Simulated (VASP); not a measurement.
Write the native input for VASP 6.6.1 that does the following.

```
Task                      : relaxation of the atoms
Functional                : PBE
Potentials or basis       : VASP PAW PBE potentials, release 64 (Zn)
Cutoff                    : 520 eV
k mesh                    : 12 × 12 × 1
Occupations               : gaussian, width 0.1 eV
Spin                      : no spin polarisation
Dipole correction         : yes
Atoms held fixed (from 0) : [0, 1]
Further INCAR settings    : ALGO = Normal; EDIFF = 1e-06; IBRION = 2; EDIFFG = -0.04; NSW = 60
```

The structure of Zn lies in POSCAR:

```
Zn
1.0
    2.6647980500      0.0000000000      0.0000000000
   -1.3323990300      2.3077828100      0.0000000000
    0.0000000000      0.0000000000     27.8934001460
Zn
5
Selective dynamics
Direct
    0.3333333300      0.6666666700      0.3226569709  F F F
    0.6666666700      0.3333333300      0.4113284905  F F F
    0.3333333300      0.6666666700      0.5000000000  T T T
    0.6666666700      0.3333333300      0.5886715095  T T T
    0.3333333300      0.6666666700      0.6773430291  T T T
```

These files were run (other wordings do the same):

INCAR

```
  PREC = Accurate
  ENCUT = 520
  EDIFF = 1E-6
  ISMEAR = 0
  SIGMA = 0.1
  LREAL = F
  LASPH = T
  NELM = 60
  ALGO = Normal
  ISIF = 2
  LWAVE = F
  LCHARG = F
  LDIPOL = T
  IDIPOL = 3
  DIPOL = 0.5 0.5 0.500
  GGA = PE
  IBRION = 2
  NSW = 60
  EDIFFG = -0.04
```

KPOINTS

```
regular mesh
0
Gamma
  12 12 1
```

Potentials or basis: VASP PAW PBE potentials, release 64 (Zn).

Command:

```sh
$ cat potpaw_PBE.64/Zn/POTCAR > POTCAR
$ mpirun -np 1 vasp_std > vasp.out
```

It gave:

| Property | Result |
| --- | --- |
| Energy gained by relaxing | 0.1 meV/atom |
| Ionic steps | 3 |
| Band gap on the k mesh | zero (bands 30 and 31 overlap by 3.60 eV) |

It took 2.1 min on 1 thread of Intel(R) Xeon(R) 6975P-C (Granite Rapids) (shared host), peak memory 0.32 GiB.
